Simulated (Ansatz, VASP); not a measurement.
# CaSe: VASP beside Ansatz

```
Ca Se
1.0
     0.01467    2.94179    2.94179
     2.94179    0.01467    2.94179
     2.94179    2.94179    0.01467
Ca Se
1 1
Direct
  0.00000 0.00000 0.00000
  0.50000 0.50000 0.50000
```

Change from the starting cell: equal xy, yz and zx engineering shears of +0.5 %.

Alike in both runs: task relaxation of the atoms; functional PBEsol; k mesh 6 × 6 × 6; no spin polarisation.

```csv
,VASP,Ansatz
version,VASP 6.6.1,Ansatz 0.2.0
potentials or method,"VASP PAW PBE potentials, release 64 (Ca_sv, Se), cutoff 520 eV","all-electron LAPW, scalar-relativistic"
occupations,"gaussian, width 0.01 eV",fixed
```

VASP gave:

- gap on the k mesh at the Fermi level, each at its own relaxed structure (eV): 1.85

Q: Which values does Ansatz return?

A: gap on the k mesh at the Fermi level, each at its own relaxed structure (eV): 1.86.

VASP's potentials were made for PBE, not for PBEsol. Ansatz ran all-electron here, and VASP with PAW potentials.

Noted on VASP's run: the relaxation stopped at its first step, so nothing moved.
